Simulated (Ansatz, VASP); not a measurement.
**Two plane-wave programs on BeS**

```
Be S
1.0
     0.00000    2.43789    2.43789
     2.43789    0.00000    2.43789
     2.43789    2.43789    0.00000
Be S
1 1
Cartesian
  0.0000 0.0000 0.0000
  1.2189 1.2189 1.2189
```

Alike in both runs: task single point; functional PBE; k mesh 8 × 8 × 8; occupations gaussian, width 0.02 eV; no spin polarisation.

```csv
,VASP,Ansatz
version,VASP 6.6.1,Ansatz 0.2.0
potentials or method,"VASP PAW PBE potentials, release 64 (Be, S), cutoff 600 eV","scalar-relativistic, plane waves, PAW"
valence electrons in the cell,8,8
```

```tsv
	VASP	Ansatz	Ansatz less VASP
gap on the k mesh at the Fermi level (eV)	3.15	3.15	0.000
least direct gap on the mesh (eV)	5.68	5.66	-0.015
pressure (GPa)	0.1	0.0	-0.06
```

The functional is the same, so the differences come from potentials, cutoffs and numerics.
